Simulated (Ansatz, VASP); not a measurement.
# Two plane-wave programs on Mg

```
Mg
1.0
     3.17202    0.00000    0.00000
    -1.58601    2.74705    0.00000
     0.00000    0.00000    5.14120
Mg
2
Direct
  0.33333 0.66667 0.25000
  0.66667 0.33333 0.75000
```

Alike in both runs: task single point; functional r2SCAN; k mesh 6 × 6 × 4; occupations gaussian, width 0.1 eV; no spin polarisation.

|  | VASP | Ansatz |
| --- | --- | --- |
| version | VASP 6.6.1 | Ansatz 0.2.0 |
| potentials or method | VASP PAW PBE potentials, release 64 (Mg), cutoff 520 eV | scalar-relativistic, plane waves, PAW |
| valence electrons in the cell | 4 | 20 |

|  | VASP | Ansatz | Ansatz less VASP |
| --- | --- | --- | --- |
| gap on the k mesh at the Fermi level (eV) | none | none | - |
| pressure (GPa) | 0.2 | 0.4 | +0.28 |
| traceless stress, the component that is largest in VASP (GPa) | 0.69 | 0.71 | +0.014 |

VASP's potentials were made for PBE, not for r2SCAN. A gap of «none» marks a metal or a gap that the smearing closes. The functional is the same, so the differences come from potentials, cutoffs and numerics. VASP's potentials hold 4 valence electrons a cell and Ansatz's 20, so a difference there can come from the potentials and not from the codes.

The k mesh is coarse, so the values compare programs but aren't converged.
